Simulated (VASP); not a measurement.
The system is NaH.

```xyz
2
Lattice="0.0000 2.3975 2.3975 2.3975 0.0000 2.3975 2.3975 2.3975 0.0000" Properties=species:S:1:pos:R:3 pbc="T T T"
Na    0.0000    0.0000    0.0000
H     2.3975    2.3975    2.3975
```

Base run:

* Program: VASP 6.6.1
* Functional: LDA
* Potentials or basis: VASP PAW LDA potentials, release 64 (Na_pv, H)
* Cutoff: 500 eV
* k mesh: 6 × 6 × 6
* Occupations: gaussian, width 0.01 eV
* Spin: no spin polarisation

Its results: band gap on the k mesh 3.49 eV, indirect (least direct gap 4.37 eV); pressure -1.7 GPa.

Problem. The run is repeated on the same cell with these changes: k mesh from 6 × 6 × 6 to 4 × 4 × 4. What comes out?

Solution. Band gap on the k mesh 3.44 eV, indirect (least direct gap 4.37 eV); pressure -1.7 GPa.

Caveats: some runs use coarse meshes.

A k mesh can miss the band edges.
